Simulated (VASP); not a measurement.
# HfN (I4/mmm) in VASP: notebook

The runs below take HfN through single point, with PBE.

Everything below comes from runs of VASP 6.6.1. Logs are shortened: lines on timing, memory, paths and dates and some standing lists are left out, and cuts for length are marked.

## Step 1: The cell of the first run

The structure is tetragonal, space group I4/mmm (No. 139). Conventional cell: a = 3.243 Å, b = 3.243 Å, c = 4.382 Å, α = 90.00°, β = 90.00°, γ = 90.00°. Hf (site symmetry 4/mmm) has 6 N at 2.19 to 2.29 Å within 2.9 Å. Within 2.9 Å of N (site symmetry 4/mmm) lie 6 Hf at 2.19 to 2.29 Å.

## Step 2: Single point, PBE (strain +0.015 along x and y, -0.030 along z)

INCAR

```
ALGO = Normal
EDIFF = 1E-6
ENCUT = 520
GGA = PE
ISIF = 2
ISMEAR = 0
LASPH = T
LCHARG = F
LREAL = F
LWAVE = F
NBANDS = 14
NELM = 100
PREC = Accurate
SIGMA = 0.15
```

KPOINTS

```
k-points
0
Gamma
  18 18 18
```

POSCAR

```
HfN
1.0
    0.0000000000      2.2928850000      2.1912300000
    2.2928850000      0.0000000000      2.1912300000
    2.2928850000      2.2928850000      0.0000000000
Hf N
1 1
Direct
    0.0000000000      0.0000000000      0.0000000000
    0.5000000000      0.5000000000      0.5000000000
```

Potentials or basis: VASP PAW PBE potentials, release 64 (Hf_pv, N).

The run is started by

```sh
$ cat potpaw_PBE.64/Hf_pv/POTCAR potpaw_PBE.64/N/POTCAR > POTCAR
$ mpirun -np 1 vasp_std > vasp.out
```

OUTCAR:

```text
EDIFF = 1E-6
   ENCUT = 520
   GGA = PE
   ISIF = 2
   ISMEAR = 0
   LASPH = T
   LREAL = F
   NELM = 100
   PREC = Accurate

 ion  position               nearest neighbor table
   1  0.000  0.000  0.000-   2 2.19   2 2.19   2 2.29   2 2.29   2 2.29   2 2.29
   2  0.500  0.500  0.500-   1 2.19   1 2.19   1 2.29   1 2.29   1 2.29   1 2.29

  LATTYP: Found a body centered tetragonal cell.
 ALAT       =     3.2426290640
 C/A-ratio  =     1.3515144389

  Lattice vectors:

 A1 = (   0.0000000000,  -2.2928850000,  -2.1912300000)
 A2 = (   0.0000000000,   2.2928850000,  -2.1912300000)
 A3 = (   2.2928850000,   0.0000000000,   2.1912300000)

Analysis of symmetry for initial positions (statically):
=====================================================================
 Subroutine PRICEL returns:
 Original cell was already a primitive cell.

 Routine SETGRP: Setting up the symmetry group for a
 body centered tetragonal supercell.

 Subroutine GETGRP returns: Found 16 space group operations
 (whereof 16 operations were pure point group operations)
 out of a pool of 16 trial point group operations.

The static configuration has the point symmetry D_4h.

Analysis of symmetry for dynamics (positions and initial velocities):
=====================================================================
 Subroutine PRICEL returns:
 Original cell was already a primitive cell.

 Routine SETGRP: Setting up the symmetry group for a
 body centered tetragonal supercell.

 Subroutine GETGRP returns: Found 16 space group operations
 (whereof 16 operations were pure point group operations)
 out of a pool of 16 trial point group operations.

The dynamic configuration has the point symmetry D_4h.

 Subroutine INISYM returns: Found 16 space group operations
 (whereof 16 operations are pure point group operations),
 and found     1 'primitive' translations

----------------------------------------------------------------------------------------

                                     Primitive cell

  volume of cell :      23.0400

  direct lattice vectors                    reciprocal lattice vectors
     0.000000000  2.292885000  2.191230000    -0.218065886  0.218065886  0.228182345
     2.292885000  0.000000000  2.191230000     0.218065886 -0.218065886  0.228182345
     2.292885000  2.292885000  0.000000000     0.218065886  0.218065886 -0.228182345

  length of vectors
     3.171562791  3.171562791  3.242629064     0.383630870  0.383630870  0.383630870

  position of ions in fractional coordinates (direct lattice)
     0.000000000  0.000000000  0.000000000
     0.500000000  0.500000000  0.500000000

  ion indices of the primitive-cell ions
   primitive index   ion index
                 1           1
                 2           2

----------------------------------------------------------------------------------------

 KPOINTS: k-points

Automatic generation of k-mesh.
 Grid dimensions read from file:
 generate k-points for:   18   18   18

 Generating k-lattice:

  Cartesian coordinates                     Fractional coordinates (reciprocal lattice)
    -0.012114771  0.012114771  0.012676797     0.055555556  0.000000000  0.000000000
     0.012114771 -0.012114771  0.012676797     0.000000000  0.055555556  0.000000000
     0.012114771  0.012114771 -0.012676797     0.000000000  0.000000000  0.055555556

  Length of vectors
     0.021312826  0.021312826  0.021312826

  Shift w.r.t. Gamma in fractional coordinates (k-lattice)
     0.000000000  0.000000000  0.000000000

 Subroutine IBZKPT returns following result:
 ===========================================

 Found    480 irreducible k-points:

 Following reciprocal coordinates:
            Coordinates               Weight
  0.000000  0.000000  0.000000      1.000000
  0.055556  0.000000  0.000000      8.000000
  0.111111  0.000000  0.000000      8.000000
  0.166667  0.000000  0.000000      8.000000
  0.222222  0.000000  0.000000      8.000000
  0.277778  0.000000  0.000000      8.000000
[... 16 lines left out ...]
 -0.277778  0.055556  0.000000      8.000000
 -0.222222  0.055556  0.000000      8.000000
 [... further k-points ...]
   k-points           NKPTS =    480   k-points in BZ     NKDIM =    480   number of bands    NBANDS=     14
   number of dos      NEDOS =    301   number of ions     NIONS =      2
   total plane-waves  NPLWV =  13824
   dimension x,y,z NGX =    24 NGY =   24 NGZ =   24
   dimension x,y,z NGXF=    48 NGYF=   48 NGZF=   48
   ions per type =               1   1
   NGX,Y,Z   is equivalent  to a cutoff of  12.58, 12.58, 12.30 a.u.
   NGXF,Y,Z  is equivalent  to a cutoff of  25.16, 25.16, 24.61 a.u.
 SYSTEM =  unknown system
   PREC   = accura    normal or accurate (medium, high low for compatibility)
   ISTART =      0    job   : 0-new  1-cont  2-samecut
   ICHARG =      2    charge: 1-file 2-atom 10-const
   ISPIN  =      1    spin polarized calculation?
   LNONCOLLINEAR =      F non collinear calculations
   LSORBIT =      F    spin-orbit coupling
   LASPH  =      T    aspherical Exc in radial PAW
   ENCUT  =  520.0 eV  38.22 Ry    6.18 a.u.   5.90  5.90  6.03*2*pi/ulx,y,z
   NELM   =    100;   NELMIN=  2; NELMDL= -5     # of ELM steps
   EDIFF  = 0.1E-05   stopping-criterion for ELM
   LREAL  =      F    real-space projection
   EDIFFG = 0.1E-04   stopping-criterion for IOM
   NSW    =      0    number of steps for IOM
   IBRION =     -1    ionic relax: 0-MD 1-quasi-New 2-CG
   NFREE  =      0    steps in history (QN), initial steepest desc. (CG)
   ISIF   =      2    stress and relaxation
   ISYM   =      2    0-nonsym 1-usesym 2-fastsym
   POTIM  = 0.5000    time-step for ionic-motion
   TEBEG  =    0.0;   TEEND  =   0.0 temperature during run
   PSTRESS=    0.0 pullay stress
   NELECT =      15.0000    total number of electrons
   NUPDOWN=      -1.0000    fix difference up-down
   EMIN   =  10.00;   EMAX   =-10.00  energy-range for DOS
   EFERMI =   0.00;   METHOD = LEGACY
   ISMEAR =     0;   SIGMA  =   0.15  broadening in eV -4-tet -1-fermi 0-gaus
   EFERMI_NEDOS =   21; number of points for ismear=-14 and -15
   IALGO  =     38    algorithm
   IMIX   =      4    mixing-type and parameters
     AMIX     =   0.40;   BMIX     =  1.00
     AMIX_MAG =   1.60;   BMIX_MAG =  1.00
  volume/ion in A,a.u.               =      11.52        77.74
  Fermi-wavevector in a.u.,A,eV,Ry     =   1.418876  2.681287 27.391369  2.013209
  Thomas-Fermi vector in A             =   2.539955
   LORBIT       =      0    0 simple, 1 ext, 2 COOP (PROOUT), +10 PAW based schemes
   GGA     = PE    functional components
   LHFCALC =     F    Hartree Fock is set to
   AEXX    =    0.0000 exact exchange contribution
   IVDW    =     0    specifies the selected vdW correction
   LEPSILON=     F    determine dielectric tensor
   LRPA    =     F    only Hartree local field effects (RPA)
 non-spin polarized calculation
 Gauss-broadening in eV      SIGMA  =   0.15
  energy-cutoff  :      520.00
  volume of cell :       23.04
 maximum number of plane-waves:       636
   NGX = 11   NGY = 11   NGZ = 13

 number of electron      14.9999999 magnetization

 Free energy of the ion-electron system (eV)
  ---------------------------------------------------
  ext. energy  EPLUGINS =         0.00000000
  ---------------------------------------------------
  free energy    TOTEN  =       -21.70625315 eV

  energy without entropy =      -21.70007958  energy(sigma->0) =      -21.70316636

 E-fermi :   8.3948     XC(G=0): -12.7320

 val. band max:        8.3913872104   @ k =   0.0000   0.0000   0.0000
 cond. band min:       8.4280654364   @ k =  -0.0556   0.0000   0.0556
 fundamental gap:      0.0366782261
 Fermi energy:         8.3947678292

 k-point     1 :       0.0000    0.0000    0.0000
  band No.  band energies     occupation
      1     -22.7650      2.00000
      2     -22.7650      2.00000
      3     -22.7225      2.00000
      4      -9.1304      2.00000
      5       5.2859      2.00000
      6       5.2859      2.00000
      7       5.5261      2.00000
      8       7.8931      2.00000
      9       7.8931      2.00000
     10       8.3914      1.02543
     11       9.5616      0.00000
     12      10.0240      0.00000
     13      11.3833      0.00000
     14      17.9802      0.00000

 k-point     2 :       0.0556    0.0000    0.0000
  band No.  band energies     occupation
      1     -22.7896      2.00000
      2     -22.7686      2.00000
      3     -22.7318      2.00000
      4      -9.0581      2.00000
      5       4.9861      2.00000
      6       5.0939      2.00000
      7       5.3065      2.00000
      8       8.0068      1.99975
      9       8.0149      1.99966
     10       8.4651      0.50714
     11       9.8145      0.00000
     12      10.2591      0.00000
     13      11.6189      0.00000
     14      18.2249      0.00000

 k-point     3 :       0.1111    0.0000    0.0000
  band No.  band energies     occupation
      1     -22.8756      2.00000
      2     -22.7790      2.00000
      3     -22.7421      2.00000
      4      -8.8487      2.00000
      5       4.2442      2.00000
      6       4.6352      2.00000
      7       4.8184      2.00000
      8       8.2371      1.86284
      9       8.3322      1.44446
     10       8.6574      0.01329
     11      10.4743      0.00000
     12      10.8884      0.00000
     13      12.2495      0.00000
     14      18.9157      0.00000

 k-point     4 :       0.1667    0.0000    0.0000
  band No.  band energies     occupation
      1     -23.0106      2.00000
      2     -22.7949      2.00000
      3     -22.7511      2.00000
      4      -8.5226      2.00000
      5       3.3303      2.00000
      6       4.0857      2.00000
      7       4.2397      2.00000
      8       8.4839      0.40066
      9       8.7955      0.00016
     10       8.9977      0.00000
     11      11.3372      0.00000
     12      11.7645      0.00000
     13      13.1224      0.00000
     14      19.9191      0.00000

 k-point     5 :       0.2222    0.0000    0.0000
  band No.  band energies     occupation
      1     -23.1721      2.00000
      2     -22.8143      2.00000
      3     -22.7607      2.00000
      4      -8.1106      2.00000
      5       2.3910      2.00000
      6       3.5480      2.00000
      7       3.6702      2.00000
      8       8.7795      0.00029
      9       9.3859      0.00000
     10       9.4890      0.00000
     11      12.2423      0.00000
[... 276 lines left out ...]
 k-point    22 :      -0.3333    0.0556    0.0000
  band No.  band energies     occupation
      1     -23.5182      2.00000
      2     -22.8518      2.00000
      3     -22.8147      2.00000
      4      -7.1081      2.00000
      5       0.5314      2.00000
      6       2.5241      2.00000
      7       2.8661      2.00000
      8       9.7617      0.00000
      9      10.7008      0.00000
     10      11.4218      0.00000
     11      13.8697      0.00000
     12      15.5735      0.00000
     13      15.5977      0.00000
     14      20.4717      0.00000

 k-point    23 :      -0.2778    0.0556    0.0000
  band No.  band energies     occupation
      1     -23.3778      2.00000
      2     -22.8309      2.00000
      3     -22.8073      2.00000
      4      -7.5413      2.00000
      5       1.2200      2.00000
      6       2.8415      2.00000
      7       3.2949      2.00000
      8       9.1758      0.00000
      9       9.9472      0.00000
     10      10.8790      0.00000
     11      13.5597      0.00000
     12      14.5450      0.00000
     13      14.6598      0.00000
     14      20.6018      0.00000

 k-point    24 :      -0.2222    0.0556    0.0000
  band No.  band energies     occupation
      1     -23.2191      2.00000
      2     -22.8097      2.00000
      3     -22.7960      2.00000
      4      -7.9852      2.00000
      5       2.0106      2.00000
      6       3.2548      2.00000
      7       3.8034      2.00000
      8       8.7380      0.00121
      9       9.2608      0.00000
     10      10.2808      0.00000
     11      12.9314      0.00000
     12      13.4889      0.00000
     13      13.6507      0.00000
     14      20.6211      0.00000

 [... further k-points ...]
[... 5 lines left out ...]
  --------------------------------------------------------------------------------------
  -------------------------------------------------------------------------------------
  Total       -0.5098637     -0.5098637      2.9988001      0.0000000     -0.0000000      0.0000000
  in kB      -35.4553794    -35.4553794    208.5333851      0.0000000     -0.0000000      0.0000000
  external PRESSURE =      45.8742088 kB  Pullay stress =       0.0000000 kB

 VOLUME and BASIS-vectors are now :
 -----------------------------------------------------------------------------
  energy-cutoff  :      520.00
  volume of cell :       23.04
      direct lattice vectors                 reciprocal lattice vectors
     0.000000000  2.292885000  2.191230000    -0.218065886  0.218065886  0.228182345
     2.292885000  0.000000000  2.191230000     0.218065886 -0.218065886  0.228182345
     2.292885000  2.292885000  0.000000000     0.218065886  0.218065886 -0.228182345

 POSITION                                       TOTAL-FORCE (eV/Angst)
 -----------------------------------------------------------------------------------
      0.00000      0.00000      0.00000         0.000000      0.000000      0.000000
      2.29289      2.29289      2.19123         0.000000      0.000000      0.000000
 -----------------------------------------------------------------------------------
    total drift:                                0.000000     -0.000000     -0.000000

  FREE ENERGIE OF THE ION-ELECTRON SYSTEM (eV)
  ---------------------------------------------------
  free  energy   TOTEN  =       -21.7062531519 eV

  energy  without entropy=      -21.7000795781  energy(sigma->0) =      -21.70316636
```

Wall time 33 s (1 thread of Intel Xeon 6975P-C (Granite Rapids), shared host); peak memory 0.27 GiB.

What came out:

```
Free energy : -21.7063 eV
Pressure    : 4.6 GPa
```

Levels at points of the mesh, in eV from the Fermi level:
| k point | band 4 | band 5 | band 6 | band 7 | band 8 | band 9 | band 10 | band 11 | band 12 | band 13 |
| --- | --- | --- | --- | --- | --- | --- | --- | --- | --- | --- |
| (0.00, 0.00, 0.00) | -17.53 | -3.11 | -3.11 | -2.87 | -0.50 | -0.50 | 0.00 | 1.17 | 1.63 | 2.99 |
| (0.50, 0.00, 0.00) | -14.78 | -8.90 | -6.22 | -6.20 | 3.23 | 3.65 | 3.90 | 4.41 | 8.30 | 9.19 |
| (0.50, 0.50, 0.00) | -16.42 | -5.08 | -3.90 | -3.84 | -3.84 | 4.13 | 5.52 | 5.52 | 5.57 | 8.40 |
| (0.50, 0.00, 0.50) | -16.45 | -5.57 | -3.76 | -3.73 | -3.50 | 3.87 | 5.21 | 5.81 | 5.85 | 7.92 |

Caveat: the cell differs from its parent crystal (strain +0.015 along x and y, -0.030 along z); spin-orbit coupling is left out, which moves the levels of the heavy elements.

(Part 1 of 2 ends here.)
